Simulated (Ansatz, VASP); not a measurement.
## Two plane-wave programs on CaO

```
Ca O
1.0
     1.29585    3.23962    3.23962
     3.23962    1.29585    3.23962
     3.23962    3.23962    1.29585
Ca O
1 1
Direct
  0.00000 0.00000 0.00000
  0.50000 0.50000 0.50000
```

Alike in both runs: task single point; functional r2SCAN; k mesh 10 × 10 × 10; occupations gaussian, width 0.05 eV; no spin polarisation.

|  | VASP | Ansatz |
| --- | --- | --- |
| version | VASP 6.6.1 | Ansatz 0.2.0 |
| potentials or method | VASP PAW PBE potentials, release 64 (Ca_sv, O), cutoff 520 eV | scalar-relativistic, plane waves, PAW |
| valence electrons in the cell | 16 | 16 |

Ansatz gave:

| Item | Value |
| --- | --- |
| gap on the k mesh at the Fermi level (eV) | none |
| pressure (GPa) | -3.8 |
| traceless stress, the component that is largest in VASP (GPa) | -39.15 |

Q: Estimate VASP's values.

A: gap on the k mesh at the Fermi level (eV): none; pressure (GPa): -3.4; traceless stress, the component that is largest in VASP (GPa): -39.16.

VASP's potentials were made for PBE, not for r2SCAN. A gap of «none» marks a metal or a gap that the smearing closes.
